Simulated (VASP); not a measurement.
Wanted: the native input for a VASP 6.6.1 run.

```
Task                   : single point
Functional             : PBEsol
Potentials or basis    : VASP PAW PBE potentials, release 64 (Si, O, H)
Cutoff                 : 520 eV
k mesh                 : 2 × 2 × 2, shifted
Occupations            : fermi-dirac, width 0.05 eV
Spin                   : collinear spin
Starting moments       : [0.0, 0.25, 0.25, 0.25, 0.0, 0.0, 0.0, 0.0, 0.0, 0.0, 0.0, 0.25] μB
Dipole correction      : no
Further INCAR settings : ALGO = Normal; EDIFF = 1e-06; NBANDS = 46
```

The structure of Si4HO7 (a cell with a defect) lies in POSCAR:

```
Si4HO7
1.0
    4.1943470000      0.0000000000      0.0000000000
    0.0000000000      4.1943470000      0.0000000000
    0.0000000000      0.0000000000      5.3570950000
Si O H
4 7 1
Direct
    0.0018000000      0.0034690000      0.0021060000
    0.9998340000      0.0032460000      0.5022060000
    0.4956550000      0.5057230000      0.2452320000
    0.4913890000      0.4995380000      0.7514440000
    0.3003660000      0.3111780000      0.0067980000
    0.6921620000      0.6986830000      0.0041960000
    0.6866400000      0.7044520000      0.5020670000
    0.2011680000      0.8004720000      0.2512670000
    0.1983270000      0.8044930000      0.7461320000
    0.8080040000      0.1974570000      0.2531450000
    0.8044290000      0.1912120000      0.7519450000
    0.3047970000      0.3067700000      0.5016430000
```

One way to write it, as run:

INCAR

```
  PREC = Accurate
  ENCUT = 520
  EDIFF = 1E-6
  ISMEAR = -1
  SIGMA = 0.05
  LREAL = F
  LASPH = T
  NELM = 150
  ALGO = Normal
  ISIF = 2
  LWAVE = F
  LCHARG = T
  ISPIN = 2
  MAGMOM = 0 0.25 0.25 0.25 0 0 0 0 0 0 0 0.25
  LORBIT = 11
  GGA = PS
  LELF = T
  LVHAR = T
  NBANDS = 46
```

KPOINTS

```
Automatic mesh
0
Gamma
  2 2 2
  0.5 0.5 0.5
```

Potentials or basis: VASP PAW PBE potentials, release 64 (Si, O, H).

The run is started by

```console
$ cat potpaw_PBE.64/Si/POTCAR potpaw_PBE.64/O/POTCAR potpaw_PBE.64/H/POTCAR > POTCAR
$ mpirun -np 1 vasp_std > vasp.out
```

It gave:

The pressure is 9.4 GPa. The largest force is 1.719 eV/Å, the net moment is 0.00 μB per cell and the valence electrons inside the program's atomic spheres are Si 1.45, 1.50, 1.52; O 5.22, 5.21, 5.18, 5.20, 5.19; H 0.60.

Caveat: the k points lie up to 0.75 Å⁻¹ apart; the PAW data sets were made with another functional, which shifts forces and pressure a little.

Run time: 76 s on 1 thread of AMD EPYC 7R13, on a shared host, peak memory 0.2 GiB.
